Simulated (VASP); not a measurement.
Wanted: the native input for a VASP 6.6.1 run.

| Quantity | Value |
| --- | --- |
| Task | single point |
| Functional | r2SCAN |
| Potentials or basis | VASP PAW PBE potentials, release 64 (Hg, Te) |
| Cutoff | 520 eV |
| k mesh | 6 × 6 × 6 |
| Occupations | fermi-dirac, width 0.02 eV |
| Spin | no spin polarisation |
| Dipole correction | no |
| Further INCAR settings | ALGO = Normal; EDIFF = 1e-06; NBANDS = 16 |

HgTe:

```
Hg Te
1.0
     0.08404    3.28916    3.28916
     3.28916    0.08404    3.28916
     3.37320    3.37320    0.00000
Hg Te
1 1
Direct
  0.00539 0.00539 0.99461
  0.24461 0.24461 0.25539
```

This cell differs from its parent crystal: shear xy strain +5.1%.

One way to write it, as run:

POSCAR

```
HgTe
1.0
    0.0840379840      3.2891578872      3.2891578872
    3.2891578872      0.0840379840      3.2891578872
    3.3731958712      3.3731958712      0.0000000000
Hg Te
1 1
Direct
    0.0053906256      0.0053906256     -0.0053906256
    0.2446093744      0.2446093744      0.2553906256
```

INCAR.step1

```
SYSTEM = HgTe
ALGO = Normal ; EDIFF = 1E-4
ENCUT = 520 ; GGA = PE
ISMEAR = -1 ; LASPH = .True.
LCHARG = .False. ; LREAL = .False.
LWAVE = .True. ; NBANDS = 16
NELM = 80 ; PREC = Accurate
SIGMA = 0.02
```

INCAR.step2

```
SYSTEM = HgTe
ALGO = Normal ; EDIFF = 1E-6
ENCUT = 520 ; ISIF = 2
ISMEAR = -1 ; ISTART = 1
LASPH = .True. ; LCHARG = .False.
LMIXTAU = .True. ; LREAL = .False.
LWAVE = .False. ; METAGGA = R2SCAN
NBANDS = 16 ; NELM = 80
PREC = Accurate ; SIGMA = 0.02
```

KPOINTS

```
k-points
0
Gamma
  6 6 6
  0 0 0
```

Potentials or basis: VASP PAW PBE potentials, release 64 (Hg, Te).

The run is started by

```bash
$ cat potpaw_PBE.64/Hg/POTCAR potpaw_PBE.64/Te/POTCAR > POTCAR
$ cp INCAR.step1 INCAR
$ mpirun -np 1 vasp_std > vasp.out
$ cp INCAR.step2 INCAR
$ mpirun -np 1 vasp_std > vasp.out
```

It gave:

```yaml
Pressure: 0.0 GPa
Largest_force: 0.004 eV/Å
Band_gap_on_the_k_mesh: 0.10 eV
```

Caveat: the cell differs from its parent crystal (shear xy strain +5.1%); the PAW data sets were made with another functional, which shifts forces and pressure a little; spin-orbit coupling is left out, which moves the levels of the heavy elements.

Run time: 2.8 min on 1 thread of Intel Xeon 8259CL, with other jobs on the host, peak memory 0.25 GiB.
